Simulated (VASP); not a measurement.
## Re: single point with PBEsol

The system is Re.

```
CELL_PARAMETERS angstrom
2.62014 0.00000 0.00000
-1.31007 2.26911 0.00000
0.00000 0.00000 4.18956
ATOMIC_POSITIONS crystal
Re 0.33333 0.66667 0.25000
Re 0.66667 0.33333 0.75000
```

```yaml
Program: VASP 6.6.1
Task: single point
Functional: PBEsol
Potentials_or_basis: VASP PAW PBE potentials, release 64 (Re)
Cutoff: 520 eV
k_mesh: 18 × 18 × 10
Occupations: fermi-dirac, width 0.05 eV
Spin: no spin polarisation
```

```json
{
 "Pressure": "88.1 GPa",
 "Band gap on the k mesh": "zero (bands 7 and 8 overlap by 4.45 eV)"
}
```

Stress tensor (GPa, compression positive):
```
85.54  0.00  0.00
 0.00 85.54  0.00
 0.00  0.00 93.35
```

Levels at points of the mesh, in eV from the Fermi level:
```
           k point  band 5  band 6  band 7  band 8  band 9  band 10
(0.00, 0.00, 0.00)   -1.92   -0.99   -0.99    0.06    0.06     1.28
(0.50, 0.00, 0.00)   -1.73   -1.51   -0.59    4.99    5.73     5.74
(0.00, 0.00, 0.50)   -2.30   -2.30   -2.30   -2.30    3.25     3.25
(0.50, 0.00, 0.50)    0.37    0.37    1.41    1.41    5.42     5.42
```

Run time: 95 s on 1 thread of Intel Xeon 8259CL, on a shared host, peak memory 0.19 GiB.

Caveat: the stress differs along the axes, from 86 to 93 GPa; the PAW data sets were made with another functional, which shifts forces and pressure a little; spin-orbit coupling is left out, which moves the levels of the heavy elements.
